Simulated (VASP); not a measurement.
Set up this calculation in VASP 6.6.1, as the native input.

```yaml
Task: single point
Functional: r2SCAN
Potentials_or_basis: VASP PAW PBE potentials, release 64 (Lu)
Cutoff: 520 eV
k_mesh: 9 × 9 × 5
Occupations: fermi-dirac, width 0.05 eV
Spin: no spin polarisation
Dipole_correction: no
Further_INCAR_settings: ALGO = Normal; EDIFF = 1e-07; NBANDS = 32
```

Crystal: Lu.

```
Lu
1.0
     3.09120    0.00000    0.00000
    -1.54560    2.67706    0.00000
     0.00000    0.00000    4.85929
Lu
2
Direct
  0.66667 0.33333 0.75000
  0.33333 0.66667 0.25000
```

These files were run (other wordings do the same):

POSCAR

```
Lu
1.0
    3.0911988161      0.0000000000      0.0000000000
   -1.5455994080      2.6770567028      0.0000000000
    0.0000000000      0.0000000000      4.8592906907
Lu
2
Direct
    0.6666666667      0.3333333333      0.7500000000
    0.3333333333      0.6666666667      0.2500000000
```

INCAR.step1

```
SYSTEM = Lu
ALGO = Normal ; EDIFF = 1E-4
ENCUT = 520 ; GGA = PE
ISMEAR = -1 ; LASPH = .True.
LCHARG = .False. ; LREAL = .False.
LWAVE = .True. ; NBANDS = 32
NELM = 100 ; PREC = Accurate
SIGMA = 0.05
```

INCAR.step2

```
SYSTEM = Lu
ALGO = Normal ; EDIFF = 1E-7
ENCUT = 520 ; ISIF = 2
ISMEAR = -1 ; ISTART = 1
LASPH = .True. ; LCHARG = .False.
LMIXTAU = .True. ; LREAL = .False.
LWAVE = .False. ; METAGGA = R2SCAN
NBANDS = 32 ; NELM = 100
PREC = Accurate ; SIGMA = 0.05
```

KPOINTS

```
k-points
0
Gamma
  9 9 5
  0 0 0
```

Potentials or basis: VASP PAW PBE potentials, release 64 (Lu).

Command:

```console
$ cat potpaw_PBE.64/Lu/POTCAR > POTCAR
$ cp INCAR.step1 INCAR
$ mpirun -np 1 vasp_std > vasp.out
$ cp INCAR.step2 INCAR
$ mpirun -np 1 vasp_std > vasp.out
```

Results of the run:

```yaml
Pressure: 31.0 GPa
Band_gap_on_the_k_mesh: zero (bands 25 and 26 overlap by 2.93 eV)
```

Caveat: the cell stands under pressure; the PAW data sets were made with another functional, which shifts forces and pressure a little; spin-orbit coupling is left out, which moves the levels of the heavy elements.

Run time: 2.4 min on 1 thread of Intel(R) Xeon(R) Platinum 8559C (Emerald Rapids) (shared host), peak memory 0.19 GiB.
